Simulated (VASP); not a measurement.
# Fe: single point with LDA

Fe:

```
Fe
1.0
    -1.33158    1.33158    1.33158
     1.33158   -1.33158    1.33158
     1.33158    1.33158   -1.33158
Fe
1
Cartesian
  0.0000 0.0000 0.0000
```

This cell differs from its parent crystal: volume scaled by 0.96.

```yaml
Program: VASP 6.6.1
Task: single point
Functional: LDA
Potentials_or_basis: VASP PAW LDA potentials, release 64 (Fe)
Cutoff: 520 eV
k_mesh: 27 × 27 × 27
Occupations: fermi-dirac, width 0.1 eV
Spin: no spin polarisation
```

- Pressure: 14.1 GPa
- Band gap on the k mesh: zero (band 4 reaches 9.06 eV, above the bottom of band 5 at 6.61 eV)

Levels at points of the mesh, in eV from the Fermi level:
```csv
k point,band 1,band 2,band 3,band 4,band 5,band 6,band 7,band 8,band 9
"(0.00, 0.00, 0.00)",-9.46,-2.08,-2.08,-2.08,-0.07,-0.07,26.77,26.77,26.77
```

Run time: 27 s on 1 thread of Intel(R) Xeon(R) Platinum 8488C (Sapphire Rapids), with other jobs on the host, peak memory 0.16 GiB.

Caveat: the run has no spin polarisation, though such a crystal can be magnetic. Spin polarisation is off, so any magnetic state and its effect on volume and gap are missing.
